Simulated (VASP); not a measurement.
A run of VASP 6.6.1 is set up as follows.

INCAR

```
PREC     = Accurate       # precision mode
ENCUT    = 520            # plane-wave cutoff, eV
EDIFF    = 1E-6           # SCF threshold, eV
ISMEAR   = 0              # smearing method
SIGMA    = 0.1            # smearing width, eV
LREAL    = F              # projectors in reciprocal space
LASPH    = T              # aspherical terms in the spheres
NELM     = 100            # most SCF steps
ALGO     = Normal         # electronic algorithm
ISIF     = 2              # what is computed and relaxed
LWAVE    = F              # write WAVECAR
LCHARG   = T              # write CHGCAR
GGA      = PS             # functional
LELF     = T              # ELF
LVHAR    = T            
NBANDS   = 32             # bands
```

KPOINTS

```
Automatic mesh
0
Gamma
  1 1 1
```

POSCAR

```
VN2
1.0
   -2.1507500000      2.1507500000      2.4913500000
    2.1507500000     -2.1507500000      2.4913500000
    2.1507500000      2.1507500000     -2.4913500000
V N
2 4
Direct
    0.2500000000      0.2500000000      0.0000000000
    0.7500000000      0.7500000000      0.0000000000
    0.1151000000      0.6151000000      0.7302000000
    0.6151000000      0.8849000000      0.5000000000
    0.8849000000      0.3849000000      0.2698000000
    0.3849000000      0.1151000000      0.5000000000
```

Potentials or basis: VASP PAW PBE potentials, release 64 (V_sv, N).

Command:

```console
$ cat potpaw_PBE.64/V_sv/POTCAR potpaw_PBE.64/N/POTCAR > POTCAR
$ mpirun -np 1 vasp_gam > vasp.out
```

(1) Predict the band gap on the k mesh.

(2) What does it give for the pressure?

Results:

(1) 2.00 eV.

(2) -12.2 GPa.

Caveat: the k points lie up to 2.07 Å⁻¹ apart; the PAW data sets were made with another functional, which shifts forces and pressure a little.
